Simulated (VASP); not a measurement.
# Ta16F (a cell with a defect) in VASP: further runs

The runs below take Ta16F (a cell with a defect) through single point, with PBE.

Everything below comes from runs of VASP 6.6.1. Logs are shortened: lines on timing, memory, paths and dates and some standing lists are left out, and cuts for length are marked.

## Step 1: The cell of the first run

The cell holds a defect, 17 atoms: a = 6.641 Å, b = 6.641 Å, c = 6.641 Å, α = 90.00°, β = 90.00°, γ = 90.00°.

## Step 2: Single point, PBE

INCAR reads:

```
SYSTEM = Ta16F
PREC = Accurate ; ENCUT = 520
EDIFF = 1E-7 ; ISMEAR = 1
SIGMA = 0.1 ; LREAL = Auto
LASPH = .True. ; NELM = 80
ALGO = Normal ; ISIF = 2
LWAVE = .False. ; LCHARG = .False.
GGA = PE ; NBANDS = 106
```

KPOINTS reads:

```
regular mesh
0
Gamma
  3 3 3
  0 0 0
```

POSCAR reads:

```
Ta16F
1.0
    6.6414755500      0.0000000000      0.0000000000
    0.0000000000      6.6414755500      0.0000000000
    0.0000000000      0.0000000000      6.6414755500
Ta F
16 1
Direct
   -0.0035290351     -0.0006959297     -0.0005146447
    0.2502382170      0.2428714806      0.2430624020
   -0.0016490311     -0.0007106854      0.4994793664
    0.2502499614      0.2429056597      0.7558770581
   -0.0016416533      0.4993166014     -0.0005022980
    0.2502404756      0.7557612706      0.2430304814
    0.0505539767      0.4993807438      0.4994111587
    0.2502493591      0.7557236283      0.7559121406
    0.5040157078     -0.0007031570     -0.0005108804
    0.7502456288      0.2406064719      0.2407730011
    0.5021390164     -0.0007219781      0.4994703323
    0.7502426174      0.2406395970      0.7581444759
    0.5021320902      0.4993053087     -0.0004929627
    0.7502415634      0.7580437453      0.2407379185
    0.4499256193      0.4993631272      0.4994046842
    0.7502457793      0.7580026399      0.7581834732
    0.7502367452      0.4987977408      0.5000194573
```

Potentials or basis: VASP PAW PBE potentials, release 64 (Ta_pv, F).

Launch:

```console
$ cat potpaw_PBE.64/Ta_pv/POTCAR potpaw_PBE.64/F/POTCAR > POTCAR
$ mpirun -np 1 vasp_std > vasp.out
```

OUTCAR:

```text
SYSTEM = Ta16F
   PREC = Accurate
   ENCUT = 520
   EDIFF = 1E-7
   ISMEAR = 1
   LREAL = Auto
   LASPH = .True.
   NELM = 80
   ISIF = 2
   GGA = PE

 ion  position               nearest neighbor table
   1  0.996  0.999  0.999-  14 2.79  10 2.79  16 2.79  12 2.80   6 2.84   2 2.84   8 2.84   4 2.84
                             9 3.27   5 3.32   3 3.32   3 3.32   5 3.32   9 3.37
   2  0.250  0.243  0.243-  15 2.75   7 2.75   1 2.84   9 2.84  13 2.88   3 2.88   5 2.88  11 2.88
                             6 3.24   4 3.24  10 3.32  10 3.32   4 3.41   6 3.41
   3  0.998  0.999  0.499-  16 2.87  14 2.87  12 2.87  10 2.87   6 2.88   2 2.88   8 2.88   4 2.88
                            11 3.30   1 3.32   1 3.32   7 3.34   7 3.34  11 3.35
   4  0.250  0.243  0.756-  15 2.75   7 2.75   9 2.84   1 2.84  13 2.88   3 2.88  11 2.88   5 2.88
                             8 3.24   2 3.24  12 3.32  12 3.32   2 3.41   8 3.41
   5  0.998  0.499  0.999-  14 2.87  10 2.87  16 2.87  12 2.87   6 2.88   8 2.88   2 2.88   4 2.88
                            13 3.30   1 3.32   1 3.32   7 3.34   7 3.34  13 3.35
   6  0.250  0.756  0.243-   7 2.75  15 2.75   9 2.84   1 2.84  11 2.88   5 2.88   3 2.88  13 2.88
                             2 3.24   8 3.24  14 3.32  14 3.32   8 3.41   2 3.41
   7  0.051  0.499  0.499-  17 1.99  15 2.65   6 2.75   8 2.75   2 2.75   4 2.75  14 3.14  16 3.14
                            10 3.14  12 3.14   3 3.34   5 3.34   5 3.34   3 3.34
   8  0.250  0.756  0.756-   7 2.75  15 2.75   9 2.84   1 2.84   5 2.88  11 2.88  13 2.88   3 2.88
                             6 3.24   4 3.24  16 3.32  16 3.32   4 3.41   6 3.41
   9  0.504  0.999  0.999-  14 2.79  10 2.79  16 2.79  12 2.80   6 2.84   8 2.84   2 2.84   4 2.84
                             1 3.27  11 3.32  13 3.32  13 3.32  11 3.32   1 3.37
  10  0.750  0.241  0.241-  17 2.43   1 2.79   9 2.79  13 2.87   5 2.87   3 2.87  11 2.87  15 3.14
                             7 3.14  14 3.20  12 3.21   2 3.32   2 3.32  12 3.44  14 3.44
  11  0.502  0.999  0.499-  14 2.87  16 2.87  10 2.87  12 2.87   6 2.88   8 2.88   2 2.88   4 2.88
                             3 3.30   9 3.32   9 3.32  15 3.34  15 3.34   3 3.35
  12  0.750  0.241  0.758-  17 2.42   1 2.80   9 2.80   3 2.87  13 2.87  11 2.87   5 2.87  15 3.14
                             7 3.14  10 3.21  16 3.21   4 3.32   4 3.32  16 3.44  10 3.44
  13  0.502  0.499  1.000-  10 2.87  14 2.87  16 2.87  12 2.87   6 2.88   2 2.88   8 2.88   4 2.88
                             5 3.30   9 3.32   9 3.32  15 3.34  15 3.34   5 3.35
  14  0.750  0.758  0.241-  17 2.44   9 2.79   1 2.79  11 2.87  13 2.87   5 2.87   3 2.87   7 3.14
                            15 3.14  16 3.20  10 3.20   6 3.32   6 3.32  10 3.44  16 3.44
  15  0.450  0.499  0.499-  17 1.99   7 2.65   6 2.75   2 2.75   8 2.75   4 2.75  14 3.14  10 3.14
                            16 3.14  12 3.14  13 3.34  11 3.34  11 3.34  13 3.34
  16  0.750  0.758  0.758-  17 2.43   1 2.79   9 2.79   3 2.87  11 2.87   5 2.87  13 2.87   7 3.14
                            15 3.14  14 3.20  12 3.21   8 3.32   8 3.32  12 3.44  14 3.44
  17  0.750  0.499  0.500-  15 1.99   7 1.99  12 2.42  16 2.43  10 2.43  14 2.44

  LATTYP: Found a simple cubic cell.
 ALAT       =     6.6414755500

  Lattice vectors:

 A1 = (   6.6414755500,   0.0000000000,   0.0000000000)
 A2 = (   0.0000000000,   6.6414755500,   0.0000000000)
 A3 = (   0.0000000000,   0.0000000000,   6.6414755500)

Analysis of symmetry for initial positions (statically):
=====================================================================
 Subroutine PRICEL returns:
 Original cell was already a primitive cell.

 Routine SETGRP: Setting up the symmetry group for a
 simple cubic supercell.

 Subroutine GETGRP returns: Found  1 space group operations
 (whereof  1 operations were pure point group operations)
 out of a pool of 48 trial point group operations.

The static configuration has the point symmetry C_1 .

Analysis of symmetry for dynamics (positions and initial velocities):
=====================================================================
 Subroutine PRICEL returns:
 Original cell was already a primitive cell.

 Routine SETGRP: Setting up the symmetry group for a
 simple cubic supercell.

 Subroutine GETGRP returns: Found  1 space group operations
 (whereof  1 operations were pure point group operations)
 out of a pool of 48 trial point group operations.

The dynamic configuration has the point symmetry C_1 .

 Subroutine INISYM returns: Found  1 space group operations
 (whereof  1 operations are pure point group operations),
 and found     1 'primitive' translations

----------------------------------------------------------------------------------------

                                     Primitive cell

  volume of cell :     292.9502

  direct lattice vectors                    reciprocal lattice vectors
     6.641475550  0.000000000  0.000000000     0.150568950  0.000000000  0.000000000
     0.000000000  6.641475550  0.000000000     0.000000000  0.150568950  0.000000000
     0.000000000  0.000000000  6.641475550     0.000000000  0.000000000  0.150568950

  length of vectors
     6.641475550  6.641475550  6.641475550     0.150568950  0.150568950  0.150568950

  position of ions in fractional coordinates (direct lattice)
     0.996470965  0.999304070  0.999485355
     0.250238217  0.242871481  0.243062402
     0.998350969  0.999289315  0.499479366
     0.250249961  0.242905660  0.755877058
     0.998358347  0.499316601  0.999497702
     0.250240476  0.755761271  0.243030481
[... 9 lines left out ...]
     0.750245779  0.758002640  0.758183473
     0.750236745  0.498797741  0.500019457

  ion indices of the primitive-cell ions
   primitive index   ion index
                 1           1
                 2           2
                 3           3
                 4           4
                 5           5
                 6           6
[... 9 lines left out ...]
                16          16
                17          17

----------------------------------------------------------------------------------------

 KPOINTS: regular mesh

Automatic generation of k-mesh.
 Grid dimensions read from file:
 generate k-points for:    3    3    3

 Generating k-lattice:

  Cartesian coordinates                     Fractional coordinates (reciprocal lattice)
     0.050189650  0.000000000  0.000000000     0.333333333  0.000000000  0.000000000
     0.000000000  0.050189650  0.000000000     0.000000000  0.333333333  0.000000000
     0.000000000  0.000000000  0.050189650     0.000000000  0.000000000  0.333333333

  Length of vectors
     0.050189650  0.050189650  0.050189650

  Shift w.r.t. Gamma in fractional coordinates (k-lattice)
     0.000000000  0.000000000  0.000000000

 Subroutine IBZKPT returns following result:
 ===========================================

 Found     14 irreducible k-points:

 Following reciprocal coordinates:
            Coordinates               Weight
  0.000000  0.000000  0.000000      1.000000
  0.333333  0.000000  0.000000      2.000000
  0.000000  0.333333  0.000000      2.000000
  0.000000  0.000000  0.333333      2.000000
  0.333333  0.333333  0.000000      2.000000
  0.000000  0.333333  0.333333      2.000000
  0.333333  0.000000  0.333333      2.000000
 -0.333333  0.333333  0.000000      2.000000
 -0.333333  0.000000  0.333333      2.000000
  0.000000 -0.333333  0.333333      2.000000
  0.333333  0.333333  0.333333      2.000000
 -0.333333  0.333333  0.333333      2.000000
 -0.333333 -0.333333  0.333333      2.000000
  0.333333 -0.333333  0.333333      2.000000
   k-points           NKPTS =     14   k-points in BZ     NKDIM =     14   number of bands    NBANDS=    106
   number of dos      NEDOS =    301   number of ions     NIONS =     17
   total plane-waves  NPLWV = 125000
   dimension x,y,z NGX =    50 NGY =   50 NGZ =   50
   dimension x,y,z NGXF=   100 NGYF=  100 NGZF=  100
   ions per type =              16   1
   NGX,Y,Z   is equivalent  to a cutoff of  12.52, 12.52, 12.52 a.u.
   NGXF,Y,Z  is equivalent  to a cutoff of  25.03, 25.03, 25.03 a.u.
 SYSTEM =  Ta16F
   PREC   = accura    normal or accurate (medium, high low for compatibility)
   ISTART =      0    job   : 0-new  1-cont  2-samecut
   ICHARG =      2    charge: 1-file 2-atom 10-const
   ISPIN  =      1    spin polarized calculation?
   LNONCOLLINEAR =      F non collinear calculations
   LSORBIT =      F    spin-orbit coupling
   LASPH  =      T    aspherical Exc in radial PAW
   ENCUT  =  520.0 eV  38.22 Ry    6.18 a.u.  12.35 12.35 12.35*2*pi/ulx,y,z
   NELM   =     80;   NELMIN=  2; NELMDL= -5     # of ELM steps
   EDIFF  = 0.1E-06   stopping-criterion for ELM
   LREAL  =      T    real-space projection
   EDIFFG = 0.1E-05   stopping-criterion for IOM
   NSW    =      0    number of steps for IOM
   IBRION =     -1    ionic relax: 0-MD 1-quasi-New 2-CG
   NFREE  =      0    steps in history (QN), initial steepest desc. (CG)
   ISIF   =      2    stress and relaxation
   ISYM   =      2    0-nonsym 1-usesym 2-fastsym
   POTIM  = 0.5000    time-step for ionic-motion
   TEBEG  =    0.0;   TEEND  =   0.0 temperature during run
   PSTRESS=    0.0 pullay stress
   NELECT =     183.0000    total number of electrons
   NUPDOWN=      -1.0000    fix difference up-down
   EMIN   =  10.00;   EMAX   =-10.00  energy-range for DOS
   EFERMI =   0.00;   METHOD = LEGACY
   ISMEAR =     1;   SIGMA  =   0.10  broadening in eV -4-tet -1-fermi 0-gaus
   EFERMI_NEDOS =   21; number of points for ismear=-14 and -15
   IALGO  =     38    algorithm
   IMIX   =      4    mixing-type and parameters
     AMIX     =   0.40;   BMIX     =  1.00
     AMIX_MAG =   1.60;   BMIX_MAG =  1.00
  volume/ion in A,a.u.               =      17.23       116.29
  Fermi-wavevector in a.u.,A,eV,Ry     =   1.399460  2.644597 26.646866  1.958489
  Thomas-Fermi vector in A             =   2.522518
   LORBIT       =      0    0 simple, 1 ext, 2 COOP (PROOUT), +10 PAW based schemes
   GGA     = PE    functional components
   LHFCALC =     F    Hartree Fock is set to
   AEXX    =    0.0000 exact exchange contribution
   IVDW    =     0    specifies the selected vdW correction
   LEPSILON=     F    determine dielectric tensor
   LRPA    =     F    only Hartree local field effects (RPA)
 non-spin polarized calculation
 Methfessel and Paxton  Order N= 1 SIGMA  =   0.10
  energy-cutoff  :      520.00
  volume of cell :      292.95
 maximum number of plane-waves:      7893
 NGX is ok and might be reduce to    50
   NGX = 25   NGY = 25   NGZ = 25

 number of electron     182.9999955 magnetization

 Free energy of the ion-electron system (eV)
  ---------------------------------------------------
  ext. energy  EPLUGINS =         0.00000000
  ---------------------------------------------------
  free energy    TOTEN  =      -191.63314722 eV

  energy without entropy =     -191.64589320  energy(sigma->0) =     -191.63739588

 E-fermi :   5.6761     XC(G=0): -12.6342

 val. band max:        5.6518618376   @ k =   0.0000  -0.3333   0.3333
 cond. band min:       5.6974608389   @ k =  -0.3333   0.3333   0.0000
 fundamental gap:      0.0455990013
 Fermi energy:         5.6760652137

 k-point     1 :       0.0000    0.0000    0.0000
  band No.  band energies     occupation
      1     -29.3964      2.00000
      2     -28.7264      2.00000
      3     -28.7264      2.00000
      4     -28.6165      2.00000
      5     -28.6165      2.00000
      6     -28.6163      2.00000
[... 95 lines left out ...]
    102       7.4334     -0.00000
    103       7.4334     -0.00000

 k-point     2 :       0.3333    0.0000    0.0000
  band No.  band energies     occupation
      1     -29.2204      2.00000
      2     -28.7616      2.00000
      3     -28.6668      2.00000
      4     -28.6667      2.00000
      5     -28.5382      2.00000
      6     -28.5382      2.00000
[... 1367 lines left out ...]
    102       8.2997      0.00000
    103       8.3183      0.00000
 [bands above 103 left out]

------------------------ aborting loop because EDIFF is reached ----------------------------------------

  FORCE on cell =-STRESS in cart. coord.  units (eV):
  Direction    XX          YY          ZZ          XY          YZ          ZX
  --------------------------------------------------------------------------------------
  -------------------------------------------------------------------------------------
  Total       25.9511191      9.7656650      9.7643948      0.0021316      0.0009761      0.0001893
  in kB      141.9295869     53.4095192     53.4025727      0.0116578      0.0053383      0.0010350
  external PRESSURE =      82.9138930 kB  Pullay stress =       0.0000000 kB

 VOLUME and BASIS-vectors are now :
 -----------------------------------------------------------------------------
  energy-cutoff  :      520.00
  volume of cell :      292.95
      direct lattice vectors                 reciprocal lattice vectors
     6.641475550  0.000000000  0.000000000     0.150568950  0.000000000  0.000000000
     0.000000000  6.641475550  0.000000000     0.000000000  0.150568950  0.000000000
     0.000000000  0.000000000  6.641475550     0.000000000  0.000000000  0.150568950

 POSITION                                       TOTAL-FORCE (eV/Angst)
 -----------------------------------------------------------------------------------
      6.61804      6.63685      6.63806        -0.007795      0.000055      0.000127
      1.66195      1.61303      1.61429        -0.000090     -0.001585     -0.001319
      6.63052      6.63676      3.31728         0.000488     -0.000879     -0.000373
      1.66203      1.61325      5.02014         0.000000     -0.001365      0.001453
      6.63057      3.31620      6.63814         0.000139     -0.000543      0.000359
      1.66197      5.01937      1.61408         0.000751      0.001143     -0.001631
[... 9 lines left out ...]
      4.98274      5.03426      5.03546         0.000012      0.004673      0.004243
      4.98268      3.31275      3.32087        -0.000022      0.001427     -0.000914
 -----------------------------------------------------------------------------------
    total drift:                               -0.000115      0.001675     -0.000083

  FREE ENERGIE OF THE ION-ELECTRON SYSTEM (eV)
  ---------------------------------------------------
  free  energy   TOTEN  =      -191.6331472169 eV

  energy  without entropy=     -191.6458932012  energy(sigma->0) =     -191.63739588
```

Run time: 28 min. Hardware: 1 thread of AMD EPYC 7R13, shared host; peak memory 0.48 GiB.

Results:

```
Free energy            : -191.6331 eV
Pressure               : 8.3 GPa
Largest force          : 0.063 eV/Å
Band gap on the k mesh : zero (an odd number of electrons rules out a gap without spin polarisation)
```

Forces in eV/Å, atoms in the order of the input:
```
Ta  -0.008  0.000  0.000
Ta   0.000 -0.002 -0.001
Ta   0.000 -0.001  0.000
Ta   0.000 -0.001  0.001
Ta   0.000 -0.001  0.000
Ta   0.001  0.001 -0.002
Ta   0.062  0.001  0.001
Ta   0.000  0.001  0.002
Ta   0.007  0.001  0.000
Ta   0.000 -0.007 -0.007
Ta   0.000  0.001  0.000
Ta   0.000 -0.006  0.007
Ta   0.000  0.001  0.000
Ta   0.000  0.006 -0.006
Ta  -0.063  0.001  0.001
Ta   0.000  0.005  0.004
F    0.000  0.001 -0.001
```

Stress tensor (GPa, compression positive):
```
14.19  0.00  0.00
 0.00  5.34  0.00
 0.00  0.00  5.34
```

Levels at points of the mesh, in eV from the Fermi level:
```tsv
k point	band 87	band 88	band 89	band 90	band 91	band 92	band 93	band 94	band 95	band 96
(0.00, 0.00, 0.00)	0.46	0.46	0.74	0.74	0.97	0.97	1.03	1.08	1.18	1.22
```

Caveat: spin-orbit coupling is left out, which moves the levels of the heavy elements; an odd number of electrons without spin polarisation forces a metal; a magnetic or distorted state may lie lower.

(Part 1 of 2 ends here.)

The gap in the log of VASP goes by the Fermi energy; the results here count the filled bands.